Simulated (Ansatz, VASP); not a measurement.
## One calculation of HfSeS4, two programs

```
Hf Se S
1.0
     3.32991    0.00000    0.00000
     0.00000    3.32991    0.00000
     0.00000    0.00000    9.67769
Hf Se S
1 1 4
Direct
  0.50000 0.50000 0.50000
  0.00000 0.00000 0.00000
  0.00000 0.00000 0.64025
  0.50000 0.50000 0.14650
  0.50000 0.50000 0.85350
  0.00000 0.00000 0.35975
```

Change from the starting cell: species swapped into the CeDyC4 type (P4/mmm, No. 123).

Alike in both runs: task relaxation of cell and atoms; functional PBE; k mesh 6 × 6 × 2; occupations gaussian, width 0.1 eV; no spin polarisation.

```csv
,VASP,Ansatz
version,VASP 6.6.1,Ansatz 0.2.0
potentials or method,"VASP PAW PBE potentials, release 64 (Hf_pv, Se, S), cutoff 600 eV","scalar-relativistic, plane waves, PAW"
valence electrons in the cell,40,66
```

```csv
,VASP,Ansatz,Ansatz less VASP
"gap on the k mesh at the Fermi level, each at its own relaxed structure (eV)",none,none,-
relaxed volume (Å³/atom),17.81,17.93,+0.116
relaxed length of the cell vector where the two differ most in proportion (Å),9.759,9.792,+0.0327
```

A gap of «none» marks a metal or a gap that the smearing closes. VASP's potentials hold 40 valence electrons a cell and Ansatz's 66, so a difference there can come from the potentials and not from the codes.

Neither program's run includes spin-orbit coupling.
